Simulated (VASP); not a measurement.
Input of a VASP 6.6.1 run:

Contents of INCAR:

```
PREC = Accurate
ENCUT = 1010
EDIFF = 1E-6
ISMEAR = 0
SIGMA = 0.02
LREAL = Auto
LASPH = T
NELM = 120
ALGO = Normal
ISIF = 2
LWAVE = F
LCHARG = F
GGA = PE
IVDW = 12
NBANDS = 56
GGA_COMPAT = F
NELMDL = -8
```

File KPOINTS:

```
regular mesh
0
Gamma
  2 2 1
```

File POSCAR:

```
HC18F
1.0
    7.3980000000      0.0000000000      0.0000000000
   -3.6990000000      6.4068560000      0.0000000000
    0.0000000000      0.0000000000     13.0000000000
C F H
18 1 1
Direct
    0.0123004971      0.0016023460      0.0726221538
    0.2333473745      0.1152443570      0.0755390769
    0.0123005349      0.3440314563      0.0726221538
    0.2333474235      0.4514363988      0.0755390769
    0.0140845193      0.6737089143      0.0833436154
    0.2338803183      0.7836068112      0.0847660769
    0.3448634348      0.0066603651      0.0830616923
    0.5659446726      0.1203189209      0.0856970769
    0.3445207179      0.3389270806      0.0737485385
    0.5647964286      0.4490648768      0.0743401538
    0.3448634950      0.6715363979      0.0830616923
    0.5659446926      0.7789591338      0.0856970769
    0.6831622523      0.0082477271      0.1076756154
    0.8937051127      0.1135191738      0.0549093077
    0.6758186213      0.3367364586      0.0781097692
    0.9029934379      0.4507981762      0.0796643077
    0.6758187040      0.6724154562      0.0781097692
    0.9029933673      0.7855285026      0.0796643077
    0.7202110815      0.0267722577      0.2180301538
    0.8528808176      0.0931071340     -0.0285093077
```

Potentials or basis: VASP PAW PBE potentials, release 64 (C_h, F_h, H_h).

Run with:

```console
$ cat potpaw_PBE.64/C_h/POTCAR potpaw_PBE.64/F_h/POTCAR potpaw_PBE.64/H_h/POTCAR > POTCAR
$ mpirun -np 1 vasp_std > vasp.out
```

(1) What does it give for the largest force?

(2) What does it give for the band gap on the k mesh?

(3) Predict the dispersion energy per atom.

Results:

(1) 0.063 eV/Å.

(2) 0.36 eV.

(3) -0.085 eV.

Caveat: the k points lie up to 0.49 Å⁻¹ apart; there is no dipole correction, which matters where the two faces differ.
